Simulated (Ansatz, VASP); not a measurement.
**One calculation of SnSe2, two programs**

```
Sn Se
1.0
     3.81100    0.00000    0.00000
    -1.90550    3.30042    0.00000
     0.00000    0.00000    6.13600
Sn Se
1 2
Direct
  0.00000 0.00000 0.00000
  0.33333 0.66667 0.26161
  0.66667 0.33333 0.73839
```

Alike in both runs: functional PBE; k mesh 8 × 8 × 5; occupations fermi-dirac, width 0.02 eV; no spin polarisation.

Ansatz relaxed the structure, and its values are those at the end. VASP's run is a single point on that final structure, the one shown.

|  | VASP | Ansatz |
| --- | --- | --- |
| version | VASP 6.6.1 | Ansatz 0.2.0 |
| potentials or method | VASP PAW PBE potentials, release 64 (Sn_d, Se) | plane-wave PAW, scalar-relativistic |
| plane-wave cutoff (eV) | 520 | 420 |
| valence electrons in the cell | 26 | 46 |

|  | VASP | Ansatz | Ansatz less VASP |
| --- | --- | --- | --- |
| pressure (GPa) | 2.7 | 2.7 | -0.06 |
| rms of the force components (eV/Å) | 0.001 | 0.006 | +0.0052 |

VASP's potentials hold 26 valence electrons a cell and Ansatz's 46, so a difference there can come from the potentials and not from the codes. Ansatz's warnings: stress scf threshold loose.
